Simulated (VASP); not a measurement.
# Tl (Im-3m) in VASP: further runs

Tl is run at these levels: BLYP; tasks: single point, relaxation of cell and atoms.

Program: VASP 6.6.1. These are calculated values, not measurements. Logs are shortened: lines on timing, memory, paths and dates and some standing lists are left out, and cuts for length are marked.

## (1) The cell of the first run

Symmetry: Im-3m, No. 229, cubic system. Conventional cell: a = 4.302 Å, b = 4.302 Å, c = 4.302 Å, α = 90.00°, β = 90.00°, γ = 90.00°. Within 4.9 Å of Tl (site symmetry m-3m) lie 14 Tl at 3.73 to 4.30 Å.

## (2) Single point, BLYP (volume scaled by 1.12)

The input, INCAR:

```
SYSTEM = Tl
  PREC = Accurate
  ENCUT = 520
  EDIFF = 1E-6
  ISMEAR = -1
  SIGMA = 0.1
  LREAL = .False.
  LASPH = .True.
  NELM = 100
  ALGO = Normal
  ISIF = 2
  LWAVE = .False.
  LCHARG = .True.
  GGA = B5
  ALDAX = 1.0
  AGGAX = 1.0
  AGGAC = 1.0
  ALDAC = 0.0
  LELF = .True.
  LVHAR = .True.
  NBANDS = 12
```

The input, KPOINTS:

```
Automatic mesh
0
Gamma
  12 12 12
  0 0 0
```

The input, POSCAR:

```
Tl
1.0
   -2.1511627204      2.1511627204      2.1511627204
    2.1511627204     -2.1511627204      2.1511627204
    2.1511627204      2.1511627204     -2.1511627204
Tl
1
Direct
    0.0000000000      0.0000000000      0.0000000000
```

Potentials or basis: VASP PAW PBE potentials, release 64 (Tl_d).

Launch:

```
cat potpaw_PBE.64/Tl_d/POTCAR > POTCAR
mpirun -np 1 vasp_std > vasp.out
```

OUTCAR:

```text
SYSTEM = Tl
   PREC = Accurate
   ENCUT = 520
   EDIFF = 1E-6
   ISMEAR = -1
   LREAL = .False.
   LASPH = .True.
   NELM = 100
   ISIF = 2
   GGA = B5

 ion  position               nearest neighbor table
   1  0.000  0.000  0.000-

  LATTYP: Found a body centered cubic cell.
 ALAT       =     4.3023254408

  Lattice vectors:

 A1 = (  -2.1511627204,   2.1511627204,   2.1511627204)
 A2 = (   2.1511627204,  -2.1511627204,   2.1511627204)
 A3 = (   2.1511627204,   2.1511627204,  -2.1511627204)

Analysis of symmetry for initial positions (statically):
=====================================================================
 Subroutine PRICEL returns:
 Original cell was already a primitive cell.

 Routine SETGRP: Setting up the symmetry group for a
 body centered cubic supercell.

 Subroutine GETGRP returns: Found 48 space group operations
[... 9 lines left out ...]

 Routine SETGRP: Setting up the symmetry group for a
 body centered cubic supercell.

 Subroutine GETGRP returns: Found 48 space group operations
[... 11 lines left out ...]
                                     Primitive cell

  volume of cell :      39.8180

  direct lattice vectors                    reciprocal lattice vectors
    -2.151162720  2.151162720  2.151162720     0.000000000  0.232432440  0.232432440
     2.151162720 -2.151162720  2.151162720     0.232432440  0.000000000  0.232432440
     2.151162720  2.151162720 -2.151162720     0.232432440  0.232432440  0.000000000

  length of vectors
     3.725923127  3.725923127  3.725923127     0.328709109  0.328709109  0.328709109

  position of ions in fractional coordinates (direct lattice)
     0.000000000  0.000000000  0.000000000

  ion indices of the primitive-cell ions
   primitive index   ion index
                 1           1

----------------------------------------------------------------------------------------

 KPOINTS: Automatic mesh

Automatic generation of k-mesh.
 Grid dimensions read from file:
 generate k-points for:   12   12   12

 Generating k-lattice:

  Cartesian coordinates                     Fractional coordinates (reciprocal lattice)
     0.000000000  0.019369370  0.019369370     0.083333333  0.000000000  0.000000000
     0.019369370  0.000000000  0.019369370     0.000000000  0.083333333  0.000000000
     0.019369370  0.019369370  0.000000000     0.000000000  0.000000000  0.083333333

  Length of vectors
     0.027392426  0.027392426  0.027392426

  Shift w.r.t. Gamma in fractional coordinates (k-lattice)
     0.000000000  0.000000000  0.000000000

 Subroutine IBZKPT returns following result:
 ===========================================

 Found     72 irreducible k-points:

 Following reciprocal coordinates:
            Coordinates               Weight
  0.000000  0.000000  0.000000      1.000000
  0.083333  0.000000  0.000000     12.000000
  0.166667  0.000000  0.000000     12.000000
  0.250000  0.000000  0.000000     12.000000
  0.333333  0.000000  0.000000     12.000000
  0.416667  0.000000  0.000000     12.000000
[... 16 lines left out ...]
  0.333333  0.083333  0.083333     24.000000
  0.416667  0.083333  0.083333     12.000000
 [... further k-points ...]
   k-points           NKPTS =     72   k-points in BZ     NKDIM =     72   number of bands    NBANDS=     12
   number of dos      NEDOS =    301   number of ions     NIONS =      1
   total plane-waves  NPLWV =  21952
   dimension x,y,z NGX =    28 NGY =   28 NGZ =   28
   dimension x,y,z NGXF=    56 NGYF=   56 NGZF=   56
   ions per type =               1
   NGX,Y,Z   is equivalent  to a cutoff of  12.49, 12.49, 12.49 a.u.
   NGXF,Y,Z  is equivalent  to a cutoff of  24.99, 24.99, 24.99 a.u.
 SYSTEM =  Tl
   PREC   = accura    normal or accurate (medium, high low for compatibility)
   ISTART =      0    job   : 0-new  1-cont  2-samecut
   ICHARG =      2    charge: 1-file 2-atom 10-const
   ISPIN  =      1    spin polarized calculation?
   LNONCOLLINEAR =      F non collinear calculations
   LSORBIT =      F    spin-orbit coupling
   LASPH  =      T    aspherical Exc in radial PAW
   ENCUT  =  520.0 eV  38.22 Ry    6.18 a.u.   6.93  6.93  6.93*2*pi/ulx,y,z
   NELM   =    100;   NELMIN=  2; NELMDL= -5     # of ELM steps
   EDIFF  = 0.1E-05   stopping-criterion for ELM
   LREAL  =      F    real-space projection
   EDIFFG = 0.1E-04   stopping-criterion for IOM
   NSW    =      0    number of steps for IOM
   IBRION =     -1    ionic relax: 0-MD 1-quasi-New 2-CG
   NFREE  =      0    steps in history (QN), initial steepest desc. (CG)
   ISIF   =      2    stress and relaxation
   ISYM   =      2    0-nonsym 1-usesym 2-fastsym
   POTIM  = 0.5000    time-step for ionic-motion
   TEBEG  =    0.0;   TEEND  =   0.0 temperature during run
   PSTRESS=    0.0 pullay stress
   NELECT =      13.0000    total number of electrons
   NUPDOWN=      -1.0000    fix difference up-down
   EMIN   =  10.00;   EMAX   =-10.00  energy-range for DOS
   EFERMI =   0.00;   METHOD = LEGACY
   ISMEAR =    -1;   SIGMA  =   0.10  broadening in eV -4-tet -1-fermi 0-gaus
   EFERMI_NEDOS =   21; number of points for ismear=-14 and -15
   IALGO  =     38    algorithm
   IMIX   =      4    mixing-type and parameters
     AMIX     =   0.40;   BMIX     =  1.00
     AMIX_MAG =   1.60;   BMIX_MAG =  1.00
  volume/ion in A,a.u.               =      39.82       268.71
  Fermi-wavevector in a.u.,A,eV,Ry     =   1.127274  2.130238 17.289547  1.270746
  Thomas-Fermi vector in A             =   2.263959
   LORBIT       =      0    0 simple, 1 ext, 2 COOP (PROOUT), +10 PAW based schemes
   GGA     = B5    functional components
   LHFCALC =     F    Hartree Fock is set to
   AEXX    =    0.0000 exact exchange contribution
   IVDW    =     0    specifies the selected vdW correction
   LEPSILON=     F    determine dielectric tensor
   LRPA    =     F    only Hartree local field effects (RPA)
 non-spin polarized calculation
  energy-cutoff  :      520.00
  volume of cell :       39.82
 maximum number of plane-waves:      1091
   NGX = 13   NGY = 13   NGZ = 13

 number of electron      13.0000004 magnetization

 Free energy of the ion-electron system (eV)
  ---------------------------------------------------
  ext. energy  EPLUGINS =         0.00000000
  ---------------------------------------------------
  free energy    TOTEN  =        -1.69547568 eV

  energy without entropy =       -1.66949383  energy(sigma->0) =       -1.68248475

 E-fermi :   4.1657     XC(G=0):  -8.1226

 val. band max:        4.1625328059   @ k =  -0.4167   0.4167   0.2500
 cond. band min:       4.1661282206   @ k =  -0.4167   0.5000   0.2500
 fundamental gap:      0.0035954147
 Fermi energy:         4.1657087502

 k-point     1 :       0.0000    0.0000    0.0000
  band No.  band energies     occupation
      1      -7.3342      2.00000
      2      -7.3342      2.00000
      3      -7.3342      2.00000
      4      -7.1430      2.00000
      5      -7.1430      2.00000
      6      -4.1602      2.00000
      7      11.6018      0.00000
      8      11.6018      0.00000
      9      11.6018      0.00000
     10      15.0953      0.00000
     11      15.7594      0.00000
     12      15.7594      0.00000

 k-point     2 :       0.0833    0.0000    0.0000
  band No.  band energies     occupation
      1      -7.3390      2.00000
      2      -7.3288      2.00000
      3      -7.3142      2.00000
      4      -7.1482      2.00000
      5      -7.1434      2.00000
      6      -4.0482      2.00000
      7      10.4985      0.00000
      8      11.2631      0.00000
      9      11.4830      0.00000
     10      14.8362      0.00000
     11      15.3489      0.00000
     12      15.6021      0.00000

 k-point     3 :       0.1667    0.0000    0.0000
  band No.  band energies     occupation
      1      -7.3519      2.00000
      2      -7.3180      2.00000
      3      -7.2589      2.00000
      4      -7.1604      2.00000
      5      -7.1444      2.00000
      6      -3.7123      2.00000
      7       8.5124      0.00000
      8      10.5082      0.00000
      9      11.1545      0.00000
     10      13.8217      0.00000
     11      14.7402      0.00000
     12      15.5700      0.00000

 k-point     4 :       0.2500    0.0000    0.0000
  band No.  band energies     occupation
      1      -7.3695      2.00000
      2      -7.3146      2.00000
      3      -7.1818      2.00000
      4      -7.1692      2.00000
      5      -7.1456      2.00000
      6      -3.1605      2.00000
      7       6.4805      0.00000
      8       9.6970      0.00000
      9      10.7226      0.00000
     10      13.0803      0.00000
     11      14.2379      0.00000
     12      15.9078      0.00000

 k-point     5 :       0.3333    0.0000    0.0000
  band No.  band energies     occupation
      1      -7.3871      2.00000
      2      -7.3257      2.00000
      3      -7.1667      2.00000
      4      -7.1466      2.00000
      5      -7.1027      2.00000
      6      -2.4291      2.00000
      7       4.6343      0.01828
      8       9.0242      0.00000
      9      10.3241      0.00000
     10      12.5846      0.00000
     11      13.8788      0.00000
     12      16.5374      0.00000
[... 228 lines left out ...]
      1      -7.3585      2.00000
      2      -7.3294      2.00000
      3      -7.1681      2.00000
      4      -7.1588      2.00000
      5      -7.1502      2.00000
      6      -2.9464      2.00000
      7       6.2038      0.00000
      8       8.8349      0.00000
      9       9.5209      0.00000
     10      14.7716      0.00000
     11      15.3017      0.00000
     12      16.5503      0.00000

 k-point    22 :       0.2500    0.0833    0.0833
  band No.  band energies     occupation
      1      -7.3741      2.00000
      2      -7.3216      2.00000
      3      -7.1640      2.00000
      4      -7.1482      2.00000
      5      -7.1112      2.00000
      6      -2.2394      2.00000
      7       4.6634      0.01370
      8       7.9038      0.00000
      9       9.0577      0.00000
     10      14.3787      0.00000
     11      15.3801      0.00000
     12      16.9105      0.00000

 k-point    23 :       0.3333    0.0833    0.0833
  band No.  band energies     occupation
      1      -7.3848      2.00000
      2      -7.3230      2.00000
      3      -7.1569      2.00000
      4      -7.1473      2.00000
      5      -7.0731      2.00000
      6      -1.5066      2.00000
      7       3.3792      1.99923
      8       7.3562      0.00000
      9       8.7637      0.00000
     10      14.1098      0.00000
     11      15.2693      0.00000
     12      17.5927      0.00000

 k-point    24 :       0.4167    0.0833    0.0833
  band No.  band energies     occupation
      1      -7.3885      2.00000
      2      -7.3253      2.00000
      3      -7.1528      2.00000
      4      -7.1472      2.00000
      5      -7.0590      2.00000
      6      -1.1366      2.00000
      7       2.8176      2.00000
      8       7.1755      0.00000
      9       8.6634      0.00000
     10      14.0178      0.00000
     11      15.2152      0.00000
     12      17.9800      0.00000

 [... further k-points ...]
[... 5 lines left out ...]
  --------------------------------------------------------------------------------------
  -------------------------------------------------------------------------------------
  Total       -0.3749721     -0.3749721     -0.3749721      0.0000000     -0.0000000      0.0000000
  in kB      -15.0879325    -15.0879325    -15.0879325      0.0000000     -0.0000000      0.0000000
  external PRESSURE =     -15.0879325 kB  Pullay stress =       0.0000000 kB

 VOLUME and BASIS-vectors are now :
 -----------------------------------------------------------------------------
  energy-cutoff  :      520.00
  volume of cell :       39.82
      direct lattice vectors                 reciprocal lattice vectors
    -2.151162720  2.151162720  2.151162720     0.000000000  0.232432440  0.232432440
     2.151162720 -2.151162720  2.151162720     0.232432440  0.000000000  0.232432440
     2.151162720  2.151162720 -2.151162720     0.232432440  0.232432440  0.000000000

 POSITION                                       TOTAL-FORCE (eV/Angst)
 -----------------------------------------------------------------------------------
      0.00000      0.00000      0.00000        -0.000000     -0.000000     -0.000000
 -----------------------------------------------------------------------------------
    total drift:                               -0.000000      0.000000      0.000000

  FREE ENERGIE OF THE ION-ELECTRON SYSTEM (eV)
  ---------------------------------------------------
  free  energy   TOTEN  =        -1.6954756795 eV

  energy  without entropy=       -1.6694938287  energy(sigma->0) =       -1.68248475
```

It took 32 s on 1 thread of AMD EPYC 7R43 (Zen 3), shared host; peak memory 0.14 GiB.

Results:

- Free energy: -1.6955 eV
- Pressure: -1.5 GPa

Caveat: the cell differs from its parent crystal (volume scaled by 1.12); the PAW data sets were made with another functional, which shifts forces and pressure a little; spin-orbit coupling is left out, which moves the levels of the heavy elements.

## (3) Relaxation of cell and atoms, BLYP

This run uses another cell than the first one, of 28.04 Å³/atom, 0.704 times its volume.

The input, INCAR:

```
SYSTEM = Tl
PREC = Accurate
ENCUT = 600
EDIFF = 1E-6
ISMEAR = -1
SIGMA = 0.1
LREAL = .FALSE.
LASPH = .TRUE.
NELM = 80
ALGO = Normal
ISIF = 3
LWAVE = .FALSE.
LCHARG = .FALSE.
GGA = B5
ALDAX = 1.0
AGGAX = 1.0
AGGAC = 1.0
ALDAC = 0.0
IBRION = 2
NSW = 80
EDIFFG = -0.01
```

The input, KPOINTS:

```
Automatic mesh
0
G
  12 12 12
  0 0 0
```

The input, POSCAR:

```
Tl
1.0
   -1.9137783729      1.9137783729      1.9137783729
    1.9137783729     -1.9137783729      1.9137783729
    1.9137783729      1.9137783729     -1.9137783729
Tl
1
Direct
    0.0000000000      0.0000000000      0.0000000000
```

Potentials or basis: VASP PAW PBE potentials, release 64 (Tl_d).

Launch:

```
cat potpaw_PBE.64/Tl_d/POTCAR > POTCAR
mpirun -np 1 vasp_std > vasp.out
```

It took 67 s on 1 thread of AMD EPYC 7R43 (Zen 3), shared host; peak memory 0.14 GiB.

It converged, with:

| Quantity | Value |
| --- | --- |
| Free energy | -1.7131 eV |
| Relaxed volume | 35.61 Å³/atom |
| Relaxed cell | a = 3.590 Å, b = 3.590 Å, c = 3.590 Å, α = 109.47°, β = 109.47°, γ = 109.47° |
| Space group after relaxing (to 0.05 Å) | Im-3m (No. 229) |
| Energy gained by relaxing | 150.1 meV/atom |
| Ionic steps | 4 |
| Pressure after relaxing | 0.0 GPa |

The path:
```csv
step,energy change (eV),largest force (eV/Å),pressure (GPa),volume (Å³)
1,0.0000,0.0000,8.23,28.04
2,-0.1473,0.0000,0.74,34.30
3,-0.1496,0.0000,-0.31,36.21
4,-0.1501,0.0000,-0.01,35.61
```

Final structure:
```cif
data_structure
_symmetry_space_group_name_H-M 'P 1'
_symmetry_Int_Tables_number 1
_cell_length_a 3.5898
_cell_length_b 3.5898
_cell_length_c 3.5898
_cell_angle_alpha 109.471
_cell_angle_beta 109.471
_cell_angle_gamma 109.471
_cell_volume 35.61
loop_
_atom_site_label
_atom_site_type_symbol
_atom_site_fract_x
_atom_site_fract_y
_atom_site_fract_z
_atom_site_occupancy
Tl1 Tl 0.00000 0.00000 0.00000 1
```

Levels at points of the mesh, in eV from the Fermi level:
```
           k point  band 4  band 5  band 6  band 7  band 8  band 9
(0.00, 0.00, 0.00)  -11.25  -11.25   -8.81    8.42    8.42    8.42
(0.50, 0.00, 0.00)  -11.26  -11.09   -5.30   -1.91    4.74    6.31
(0.50, 0.50, 0.50)  -11.13  -11.13   -2.93    1.35    1.35    1.35
```

Caveat: the volume moved by over 15 % at a fixed basis, so the end points are rough; the PAW data sets were made with another functional, which shifts forces and pressure a little; spin-orbit coupling is left out, which moves the levels of the heavy elements.
